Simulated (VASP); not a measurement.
MgO (wurtzite type): relaxation of cell and atoms with PBE

MgO (wurtzite type):

```xyz
4
Lattice="2.9938 0.0000 0.0000 -1.4969 2.5927 0.0000 0.0000 0.0000 4.8798" Properties=species:S:1:pos:R:3 pbc="T T T"
Mg    0.0000    1.7284    0.0000
Mg    1.4969    0.8642    2.4399
O     0.0000    1.7284    1.8348
O     1.4969    0.8642    4.2747
```

* Program: VASP 6.6.1
* Task: relaxation of cell and atoms
* Functional: PBE
* Potentials or basis: VASP PAW PBE potentials, release 64 (Mg, O)
* Cutoff: 600 eV
* k mesh: 12 × 12 × 7
* Occupations: fermi-dirac, width 0.05 eV
* Spin: no spin polarisation
* Target pressure: 31 GPa
* Dipole correction: no
* Further INCAR settings: ALGO = Normal; EDIFF = 1e-06; IBRION = 2; EDIFFG = -0.005; NSW = 60; ISIF = 3

```json
{
 "Relaxed volume": "9.53 Å³/atom",
 "Relaxed cell": "a = 3.315 Å, b = 3.315 Å, c = 4.008 Å, α = 90.00°, β = 90.00°, γ = 120.00°",
 "Space group after relaxing (to 0.05 Å)": "P6_3/mmc (No. 194)",
 "Energy change on relaxing (the enthalpy is what falls)": "-231.5 meV/atom",
 "Ionic steps": "45",
 "Pressure after relaxing": "31.0 GPa",
 "Band gap on the k mesh": "4.19 eV, direct"
}
```

Step by step:
```tsv
step	energy change (eV)	largest force (eV/Å)	pressure (GPa)	volume (Å³)
1	0.0000	0.1551	49.34	37.88
3	-0.7078	0.1977	30.28	40.72
5	-0.7060	0.1758	30.61	40.64
7	-0.7626	0.3985	29.27	40.29
9	7.7286	19.9637	133.47	35.75
11	-0.1520	1.9833	42.75	37.81
13	-0.3685	2.8843	37.48	38.28
15	-0.3270	2.7298	38.64	38.16
17	-0.3295	2.6212	38.69	38.16
19	-0.3328	2.4619	38.73	38.15
21	-0.3618	2.3911	38.28	38.18
23	-0.4706	2.1238	36.54	38.27
25	-0.8043	1.2689	30.86	38.63
27	-1.1004	0.3607	24.56	39.24
29	-1.0787	0.2887	25.48	39.06
31	-0.6954	0.0501	38.26	37.07
33	-0.8985	0.1720	31.81	38.01
35	-0.9159	0.0425	31.30	38.08
37	-0.9209	0.0023	31.14	38.11
39	-0.9277	0.0035	30.93	38.14
41	-0.9254	0.0015	31.00	38.13
43	-0.9267	0.0027	30.95	38.14
45	-0.9258	0.0020	30.98	38.13
```

Final structure:
```
Mg O
1.0
     3.31455    0.00000    0.00000
    -1.65728    2.87049    0.00000
     0.00000    0.00000    4.00781
Mg O
2 2
Direct
  0.33333 0.66667 0.93803
  0.66667 0.33333 0.43803
  0.33333 0.66667 0.43797
  0.66667 0.33333 0.93797
```

Levels at points of the mesh, in eV from the valence-band top:
| k point | band 5 | band 6 | band 7 | band 8 | band 9 | band 10 | band 11 | band 12 |
| --- | --- | --- | --- | --- | --- | --- | --- | --- |
| (0.00, 0.00, 0.00) | -2.03 | -1.03 | -1.03 | 0.00 | 4.19 | 10.66 | 13.35 | 13.61 |
| (0.50, 0.00, 0.00) | -2.69 | -2.24 | -1.54 | -0.65 | 7.43 | 10.20 | 10.61 | 13.51 |

It took 15 min on 1 thread of AMD EPYC 7R43 64-Core Processor (Zen 3) (shared host), peak memory 0.16 GiB.

Caveat: the cell is relaxed towards a set pressure, so the enthalpy falls and the energy may rise. A hybrid or GW would open this gap; PBE tends to underestimate it.
